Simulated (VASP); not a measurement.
# Lu (Pm-3m) in VASP: a series of runs

Runs on Lu. Level: LDA. Tasks: single point.

Everything below comes from runs of VASP 6.6.1. Logs are shortened: lines on timing, memory, paths and dates and some standing lists are left out, and cuts for length are marked.

### 1 The cell of the first run

It takes space group Pm-3m (No. 221, cubic). The conventional cell has a = 2.944 Å, b = 2.944 Å, c = 2.944 Å, α = 90.00°, β = 90.00°, γ = 90.00°. Within 3.9 Å of Lu (site symmetry m-3m) lie 6 Lu at 2.94 Å.

### 2 Single point, LDA (volume scaled by 0.9)

Contents of INCAR:

```
SYSTEM = Lu
  PREC = Accurate
  ENCUT = 520
  EDIFF = 1E-6
  ISMEAR = -1
  SIGMA = 0.08
  LREAL = .FALSE.
  LASPH = .TRUE.
  NELM = 60
  ALGO = Normal
  ISIF = 2
  LWAVE = .FALSE.
  LCHARG = .TRUE.
  GGA = CA
  LELF = .TRUE.
  LVHAR = .TRUE.
  NBANDS = 18
```

Contents of KPOINTS:

```
Automatic mesh
0
G
  14 14 14
  0 0 0
```

Contents of POSCAR:

```
Lu
1.0
    2.9439595999      0.0000000000      0.0000000000
    0.0000000000      2.9439595999      0.0000000000
    0.0000000000      0.0000000000      2.9439595999
Lu
1
Direct
    0.0000000000      0.0000000000      0.0000000000
```

Potentials or basis: VASP PAW PBE potentials, release 64 (Lu).

Command:

```bash
$ cat potpaw_PBE.64/Lu/POTCAR > POTCAR
$ mpirun -np 1 vasp_std > vasp.out
```

OUTCAR:

```text
SYSTEM = Lu
   PREC = Accurate
   ENCUT = 520
   EDIFF = 1E-6
   ISMEAR = -1
   LREAL = .FALSE.
   LASPH = .TRUE.
   NELM = 60
   ISIF = 2
   GGA = CA

 ion  position               nearest neighbor table
   1  0.000  0.000  0.000-

  LATTYP: Found a simple cubic cell.
 ALAT       =     2.9439595999

  Lattice vectors:

 A1 = (   2.9439595999,   0.0000000000,   0.0000000000)
 A2 = (   0.0000000000,   2.9439595999,   0.0000000000)
 A3 = (   0.0000000000,   0.0000000000,   2.9439595999)

Analysis of symmetry for initial positions (statically):
=====================================================================
 Subroutine PRICEL returns:
 Original cell was already a primitive cell.

 Routine SETGRP: Setting up the symmetry group for a
 simple cubic supercell.

 Subroutine GETGRP returns: Found 48 space group operations
 (whereof 48 operations were pure point group operations)
 out of a pool of 48 trial point group operations.

The static configuration has the point symmetry O_h .

Analysis of symmetry for dynamics (positions and initial velocities):
=====================================================================
 Subroutine PRICEL returns:
 Original cell was already a primitive cell.

 Routine SETGRP: Setting up the symmetry group for a
 simple cubic supercell.

 Subroutine GETGRP returns: Found 48 space group operations
 (whereof 48 operations were pure point group operations)
 out of a pool of 48 trial point group operations.

The dynamic configuration has the point symmetry O_h .

 Subroutine INISYM returns: Found 48 space group operations
 (whereof 48 operations are pure point group operations),
 and found     1 'primitive' translations

----------------------------------------------------------------------------------------

                                     Primitive cell

  volume of cell :      25.5150

  direct lattice vectors                    reciprocal lattice vectors
     2.943959600  0.000000000  0.000000000     0.339678574  0.000000000  0.000000000
     0.000000000  2.943959600  0.000000000     0.000000000  0.339678574  0.000000000
     0.000000000  0.000000000  2.943959600     0.000000000  0.000000000  0.339678574

  length of vectors
     2.943959600  2.943959600  2.943959600     0.339678574  0.339678574  0.339678574

  position of ions in fractional coordinates (direct lattice)
     0.000000000  0.000000000  0.000000000

  ion indices of the primitive-cell ions
   primitive index   ion index
                 1           1

----------------------------------------------------------------------------------------

 KPOINTS: Automatic mesh

Automatic generation of k-mesh.
 Grid dimensions read from file:
 generate k-points for:   14   14   14

 Generating k-lattice:

  Cartesian coordinates                     Fractional coordinates (reciprocal lattice)
     0.024262755  0.000000000  0.000000000     0.071428571  0.000000000  0.000000000
     0.000000000  0.024262755  0.000000000     0.000000000  0.071428571  0.000000000
     0.000000000  0.000000000  0.024262755     0.000000000  0.000000000  0.071428571

  Length of vectors
     0.024262755  0.024262755  0.024262755

  Shift w.r.t. Gamma in fractional coordinates (k-lattice)
     0.000000000  0.000000000  0.000000000

 Subroutine IBZKPT returns following result:
 ===========================================

 Found    120 irreducible k-points:

 Following reciprocal coordinates:
            Coordinates               Weight
  0.000000  0.000000  0.000000      1.000000
  0.071429  0.000000  0.000000      6.000000
  0.142857  0.000000  0.000000      6.000000
  0.214286  0.000000  0.000000      6.000000
  0.285714  0.000000  0.000000      6.000000
  0.357143  0.000000  0.000000      6.000000
[... 16 lines left out ...]
  0.285714  0.214286  0.000000     24.000000
  0.357143  0.214286  0.000000     24.000000
 [... further k-points ...]
   k-points           NKPTS =    120   k-points in BZ     NKDIM =    120   number of bands    NBANDS=     18
   number of dos      NEDOS =    301   number of ions     NIONS =      1
   total plane-waves  NPLWV =  13824
   dimension x,y,z NGX =    24 NGY =   24 NGZ =   24
   dimension x,y,z NGXF=    48 NGYF=   48 NGZF=   48
   ions per type =               1
   NGX,Y,Z   is equivalent  to a cutoff of  13.55, 13.55, 13.55 a.u.
   NGXF,Y,Z  is equivalent  to a cutoff of  27.11, 27.11, 27.11 a.u.
 SYSTEM =  Lu
   PREC   = accura    normal or accurate (medium, high low for compatibility)
   ISTART =      0    job   : 0-new  1-cont  2-samecut
   ICHARG =      2    charge: 1-file 2-atom 10-const
   ISPIN  =      1    spin polarized calculation?
   LNONCOLLINEAR =      F non collinear calculations
   LSORBIT =      F    spin-orbit coupling
   LASPH  =      T    aspherical Exc in radial PAW
   ENCUT  =  520.0 eV  38.22 Ry    6.18 a.u.   5.47  5.47  5.47*2*pi/ulx,y,z
   NELM   =     60;   NELMIN=  2; NELMDL= -5     # of ELM steps
   EDIFF  = 0.1E-05   stopping-criterion for ELM
   LREAL  =      F    real-space projection
   EDIFFG = 0.1E-04   stopping-criterion for IOM
   NSW    =      0    number of steps for IOM
   IBRION =     -1    ionic relax: 0-MD 1-quasi-New 2-CG
   NFREE  =      0    steps in history (QN), initial steepest desc. (CG)
   ISIF   =      2    stress and relaxation
   ISYM   =      2    0-nonsym 1-usesym 2-fastsym
   POTIM  = 0.5000    time-step for ionic-motion
   TEBEG  =    0.0;   TEEND  =   0.0 temperature during run
   PSTRESS=    0.0 pullay stress
   NELECT =      25.0000    total number of electrons
   NUPDOWN=      -1.0000    fix difference up-down
   EMIN   =  10.00;   EMAX   =-10.00  energy-range for DOS
   EFERMI =   0.00;   METHOD = LEGACY
   ISMEAR =    -1;   SIGMA  =   0.08  broadening in eV -4-tet -1-fermi 0-gaus
   EFERMI_NEDOS =   21; number of points for ismear=-14 and -15
   IALGO  =     38    algorithm
   IMIX   =      4    mixing-type and parameters
     AMIX     =   0.40;   BMIX     =  1.00
     AMIX_MAG =   1.60;   BMIX_MAG =  1.00
  volume/ion in A,a.u.               =      25.51       172.18
  Fermi-wavevector in a.u.,A,eV,Ry     =   1.626009  3.072712 35.972522  2.643906
  Thomas-Fermi vector in A             =   2.719039
   LORBIT       =      0    0 simple, 1 ext, 2 COOP (PROOUT), +10 PAW based schemes
   GGA     = CA    functional components
   LHFCALC =     F    Hartree Fock is set to
   AEXX    =    0.0000 exact exchange contribution
   IVDW    =     0    specifies the selected vdW correction
   LEPSILON=     F    determine dielectric tensor
   LRPA    =     F    only Hartree local field effects (RPA)
 non-spin polarized calculation
  energy-cutoff  :      520.00
  volume of cell :       25.51
 maximum number of plane-waves:       715
 NGX is ok and might be reduce to    24
   NGX = 11   NGY = 11   NGZ = 11

 number of electron      24.9999991 magnetization

 Free energy of the ion-electron system (eV)
  ---------------------------------------------------
  ext. energy  EPLUGINS =         0.00000000
  ---------------------------------------------------
  free energy    TOTEN  =        -4.31121283 eV

  energy without entropy =       -4.27506490  energy(sigma->0) =       -4.29313887

 E-fermi :   2.3836     XC(G=0): -11.5854

 val. band max:        2.3603722422   @ k =   0.2857   0.0714   0.0714
 cond. band min:       2.3878879283   @ k =   0.3571   0.2143   0.0714
 fundamental gap:      0.0275156861
 Fermi energy:         2.3836040894

 k-point     1 :       0.0000    0.0000    0.0000
  band No.  band energies     occupation
      1     -53.5715      2.00000
      2     -23.9170      2.00000
      3     -23.9170      2.00000
      4     -23.9170      2.00000
      5      -3.7346      2.00000
      6      -2.7135      2.00000
[... 10 lines left out ...]
     17       9.9937      0.00000
     18      15.2282      0.00000

 k-point     2 :       0.0714    0.0000    0.0000
  band No.  band energies     occupation
      1     -53.5676      2.00000
      2     -23.9801      2.00000
      3     -23.9118      2.00000
      4     -23.9118      2.00000
      5      -3.5962      2.00000
      6      -2.7173      2.00000
[... 10 lines left out ...]
     17      10.0141      0.00000
     18      14.5232      0.00000

 k-point     3 :       0.1429    0.0000    0.0000
  band No.  band energies     occupation
      1     -53.5566      2.00000
      2     -24.1533      2.00000
      3     -23.8970      2.00000
      4     -23.8970      2.00000
      5      -3.2049      2.00000
      6      -2.7278      2.00000
[... 10 lines left out ...]
     17      10.0719      0.00000
     18      13.2382      0.00000

 k-point     4 :       0.2143    0.0000    0.0000
  band No.  band energies     occupation
      1     -53.5407      2.00000
      2     -24.3954      2.00000
      3     -23.8754      2.00000
      4     -23.8754      2.00000
      5      -2.7423      2.00000
      6      -2.7339      2.00000
[... 10 lines left out ...]
     17      10.1568      0.00000
     18      12.1274      0.00000

 k-point     5 :       0.2857    0.0000    0.0000
  band No.  band energies     occupation
      1     -53.5229      2.00000
      2     -24.6535      2.00000
      3     -23.8514      2.00000
      4     -23.8514      2.00000
      5      -2.7684      2.00000
      6      -2.7578      2.00000
[... 10 lines left out ...]
     17      10.2533      0.00000
     18      11.5646      0.00000

 k-point     6 :       0.3571    0.0000    0.0000
  band No.  band energies     occupation
      1     -53.5069      2.00000
      2     -24.8776      2.00000
      3     -23.8297      2.00000
      4     -23.8297      2.00000
      5      -2.7958      2.00000
      6      -2.7711      2.00000
[... 10 lines left out ...]
     17      10.3423      0.00000
     18      11.7742      0.00000

 k-point     7 :       0.4286    0.0000    0.0000
  band No.  band energies     occupation
      1     -53.4957      2.00000
      2     -25.0283      2.00000
      3     -23.8146      2.00000
      4     -23.8146      2.00000
      5      -2.8130      2.00000
      6      -2.7801      2.00000
[... 10 lines left out ...]
     17      10.4050      0.00000
     18      12.5769      0.00000

 k-point     8 :       0.5000    0.0000    0.0000
  band No.  band energies     occupation
      1     -53.4918      2.00000
      2     -25.0813      2.00000
      3     -23.8092      2.00000
      4     -23.8092      2.00000
      5      -2.8188      2.00000
      6      -2.7832      2.00000
[... 10 lines left out ...]
     17      10.4277      0.00000
     18      13.1175      0.00000
[... 229 lines left out ...]
     17       9.4337      0.00000
     18      12.2695      0.00000

 k-point    20 :       0.4286    0.1429    0.0000
  band No.  band energies     occupation
      1     -53.4812      2.00000
      2     -24.9975      2.00000
      3     -24.0376      2.00000
      4     -23.7956      2.00000
      5      -2.8058      2.00000
      6      -2.7678      2.00000
[... 10 lines left out ...]
     17       9.5132      0.00000
     18      12.7257      0.00000

 k-point    21 :       0.5000    0.1429    0.0000
  band No.  band energies     occupation
      1     -53.4773      2.00000
      2     -25.0500      2.00000
      3     -24.0316      2.00000
      4     -23.7902      2.00000
      5      -2.8117      2.00000
      6      -2.7709      2.00000
[... 10 lines left out ...]
     17       9.5424      0.00000
     18      13.1052      0.00000

 k-point    22 :       0.2143    0.2143    0.0000
  band No.  band energies     occupation
      1     -53.5101      2.00000
      2     -24.3633      2.00000
      3     -24.3233      2.00000
      4     -23.8347      2.00000
      5      -2.7384      2.00000
      6      -2.7297      2.00000
[... 10 lines left out ...]
     17       8.6312      0.00000
     18      13.8503      0.00000

 k-point    23 :       0.2857    0.2143    0.0000
  band No.  band energies     occupation
      1     -53.4926      2.00000
      2     -24.5977      2.00000
      3     -24.3119      2.00000
      4     -23.8112      2.00000
      5      -2.7598      2.00000
      6      -2.7332      2.00000
[... 10 lines left out ...]
     17       8.5612      0.00000
     18      13.0158      0.00000

 k-point    24 :       0.3571    0.2143    0.0000
  band No.  band energies     occupation
      1     -53.4767      2.00000
      2     -24.8167      2.00000
      3     -24.2855      2.00000
      4     -23.7900      2.00000
      5      -2.7837      2.00000
      6      -2.7420      2.00000
[... 10 lines left out ...]
     17       8.6584      0.00000
     18      12.6212      0.00000

 [... further k-points ...]
[... 5 lines left out ...]
  --------------------------------------------------------------------------------------
  -------------------------------------------------------------------------------------
  Total        0.7183259      0.7183259      0.7183259     -0.0000000      0.0000000     -0.0000000
  in kB       45.1062362     45.1062362     45.1062362     -0.0000000      0.0000000     -0.0000000
  external PRESSURE =      45.1062362 kB  Pullay stress =       0.0000000 kB

 VOLUME and BASIS-vectors are now :
 -----------------------------------------------------------------------------
  energy-cutoff  :      520.00
  volume of cell :       25.51
      direct lattice vectors                 reciprocal lattice vectors
     2.943959600  0.000000000  0.000000000     0.339678574  0.000000000  0.000000000
     0.000000000  2.943959600  0.000000000     0.000000000  0.339678574  0.000000000
     0.000000000  0.000000000  2.943959600     0.000000000  0.000000000  0.339678574

 POSITION                                       TOTAL-FORCE (eV/Angst)
 -----------------------------------------------------------------------------------
      0.00000      0.00000      0.00000         0.000000      0.000000      0.000000
 -----------------------------------------------------------------------------------
    total drift:                                0.000000      0.000000      0.000000

  FREE ENERGIE OF THE ION-ELECTRON SYSTEM (eV)
  ---------------------------------------------------
  free  energy   TOTEN  =        -4.3112128271 eV

  energy  without entropy=       -4.2750649031  energy(sigma->0) =       -4.29313887
```

It took 21 s on 1 thread of Intel Xeon 6975P-C (Granite Rapids), shared host; peak memory 0.18 GiB.

Results:

```
Free energy : -4.3112 eV
Pressure    : 4.5 GPa
```

Caveat: the cell differs from its parent crystal (volume scaled by 0.9); the PAW data sets were made with another functional, which shifts forces and pressure a little; spin-orbit coupling is left out, which moves the levels of the heavy elements.

### 3 Single point, LDA

This run uses another cell than the first one, of 28.35 Å³/atom, 1.111 times its volume.

Contents of INCAR:

```
  PREC = Accurate
  ENCUT = 520
  EDIFF = 1E-6
  ISMEAR = -1
  SIGMA = 0.08
  LREAL = False
  LASPH = True
  NELM = 60
  ALGO = Normal
  ISIF = 2
  LWAVE = False
  LCHARG = False
  GGA = CA
  NBANDS = 18
```

Contents of KPOINTS:

```
regular mesh
0
Gamma
  14 14 14
```

Contents of POSCAR:

```
Lu
1.0
    3.0491889883      0.0000000000      0.0000000000
    0.0000000000      3.0491889883      0.0000000000
    0.0000000000      0.0000000000      3.0491889883
Lu
1
Direct
    0.0000000000      0.0000000000      0.0000000000
```

Potentials or basis: VASP PAW PBE potentials, release 64 (Lu).

Command:

```bash
$ cat potpaw_PBE.64/Lu/POTCAR > POTCAR
$ mpirun -np 1 vasp_std > vasp.out
```

Run time: 20 s. Hardware: 1 thread of Intel Xeon 6975P-C (Granite Rapids), shared host; peak memory 0.18 GiB.

Results (log left out):

```
Free energy : -4.3526 eV
Pressure    : 0.1 GPa
```

Levels at points of the mesh, in eV from the Fermi level:
| k point | band 8 | band 9 | band 10 | band 11 | band 12 | band 13 | band 14 | band 15 | band 16 | band 17 |
| --- | --- | --- | --- | --- | --- | --- | --- | --- | --- | --- |
| (0.00, 0.00, 0.00) | -5.20 | -5.16 | -5.16 | -5.16 | -5.12 | -0.64 | -0.64 | 6.88 | 6.88 | 6.88 |
| (0.50, 0.00, 0.00) | -5.18 | -5.14 | -5.10 | -5.10 | -2.70 | 0.02 | 0.25 | 3.53 | 3.53 | 7.25 |
| (0.50, 0.50, 0.00) | -5.17 | -5.17 | -5.11 | -5.09 | -2.18 | -0.10 | 4.16 | 4.16 | 4.26 | 4.26 |
| (0.50, 0.50, 0.50) | -5.21 | -5.12 | -5.12 | -5.12 | -0.66 | -0.66 | -0.66 | 6.53 | 9.14 | 9.14 |

Caveat: the PAW data sets were made with another functional, which shifts forces and pressure a little; spin-orbit coupling is left out, which moves the levels of the heavy elements.
